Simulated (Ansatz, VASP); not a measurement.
## Two plane-wave programs on KF

```
K F
1.0
     3.79252    0.00000    0.00000
    -1.89626    3.28442    0.00000
     0.00000    0.00000   15.98623
K F
5 5
Direct
  0.00000 0.00000 0.00188
  0.33333 0.66667 0.20250
  0.66667 0.33333 0.40000
  0.00000 0.00000 0.59750
  0.33333 0.66667 0.79812
  0.66667 0.33333 0.10354
  0.00000 0.00000 0.30125
  0.33333 0.66667 0.49875
  0.66667 0.33333 0.69646
  0.66667 0.33333 0.90000
```

Alike in both runs: functional PBE; k mesh 9 × 9 × 3; occupations gaussian, width 0.02 eV; no spin polarisation.

Ansatz relaxed the structure, and its values are those at the end. VASP's run is a single point on that final structure, the one shown.

```csv
,VASP,Ansatz
version,VASP 6.6.1,Ansatz 0.2.0
potentials or method,"VASP PAW PBE potentials, release 64 (K_sv, F), cutoff 520 eV","scalar-relativistic, plane waves, PAW"
valence electrons in the cell,80,80
```

Ansatz gave:

- gap on the k mesh at the Fermi level (eV): 5.73
- least direct gap on the mesh (eV): 5.73
- pressure (GPa): 0.0

Q: Estimate VASP's values.

A: gap on the k mesh at the Fermi level (eV): 5.72; least direct gap on the mesh (eV): 5.72; pressure (GPa): 0.0.
